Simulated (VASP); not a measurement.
MgCd5Te6, 12 atoms in the cell. Symmetry: P3m1, No. 156, trigonal system. The conventional cell has a = 4.664 Å, b = 4.664 Å, c = 22.891 Å, α = 90.00°, β = 90.00°, γ = 120.00°. Mg (site symmetry 3m) has 4 Te at 2.83 Å within 3.7 Å. Within 3.8 Å of Cd (site symmetry 3m) lie 4 Te at 2.86 to 2.87 Å. Within 3.8 Å of Cd (site symmetry 3m) lie 4 Te at 2.86 to 2.87 Å. Within 3.8 Å of Cd (site symmetry 3m) lie 4 Te at 2.86 to 2.87 Å. Within 3.8 Å of Cd (site symmetry 3m) lie 4 Te at 2.86 to 2.87 Å. Cd (site symmetry 3m) has 4 Te at 2.86 to 2.87 Å within 3.8 Å. Te (site symmetry 3m) has 3 Mg at 2.83 Å and 1 Cd at 2.87 Å within 3.7 Å. Te (site symmetry 3m) has 4 Cd at 2.86 to 2.87 Å within 3.8 Å. 

```yaml
Program: VASP 6.6.1
Task: single point
Functional: PBE
Potentials_or_basis: VASP PAW PBE potentials, release 64 (Mg, Cd, Te)
Cutoff: 520 eV
k_mesh: 6 × 6 × 1
Occupations: gaussian, width 0.1 eV
Spin: no spin polarisation
Dipole_correction: no
Further_INCAR_settings: ALGO = Normal; EDIFF = 1e-07; NBANDS = 61
```

Potentials or basis: VASP PAW PBE potentials, release 64 (Mg, Cd, Te).

The run is started by

```bash
$ cat potpaw_PBE.64/Mg/POTCAR potpaw_PBE.64/Cd/POTCAR potpaw_PBE.64/Te/POTCAR > POTCAR
$ mpirun -np 1 vasp_std > vasp.out
```

Hardware: 1 thread of Intel Xeon 8259CL (shared host).

Estimate the wall time of this run.

Run time: 8.6 min on 1 thread of Intel Xeon 8259CL (shared host), peak memory 0.62 GiB. Counts: scf iterations 16, k points 7.
